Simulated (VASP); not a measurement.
Set up this calculation in VASP 6.6.1, as the native input.

```
Task                   : single point
Functional             : PBE
Potentials or basis    : VASP PAW PBE potentials, release 64 (Rh_pv)
Cutoff                 : 520 eV
k mesh                 : 20 × 20 × 20
Occupations            : fermi-dirac, width 0.1 eV
Spin                   : no spin polarisation
Dipole correction      : no
Further INCAR settings : ALGO = Normal; EDIFF = 1e-06; NBANDS = 14
```

The structure of Rh lies in POSCAR:

```
Rh
1.0
    1.4853708528      1.4853708528      1.4853708528
   -1.4853708528      1.4853708528      1.4853708528
   -1.4853708528     -1.4853708528      1.4853708528
Rh
1
Direct
    0.0000000000      0.0000000000      0.0000000000
```

One way to write it, as run:

INCAR

```
ALGO = Normal
EDIFF = 1E-6
ENCUT = 520
GGA = PE
ISIF = 2
ISMEAR = -1
LASPH = T
LCHARG = F
LREAL = F
LWAVE = F
NBANDS = 14
NELM = 100
PREC = Accurate
SIGMA = 0.1
```

KPOINTS

```
k-points
0
Gamma
  20 20 20
```

Potentials or basis: VASP PAW PBE potentials, release 64 (Rh_pv).

Launch:

```sh
$ cat potpaw_PBE.64/Rh_pv/POTCAR > POTCAR
$ mpirun -np 1 vasp_std > vasp.out
```

Results of the run:

```
Pressure : 30.1 GPa
```

It took 19 s on 1 thread of Intel(R) Xeon(R) Platinum 8488C (Sapphire Rapids), on a shared host, peak memory 0.16 GiB.
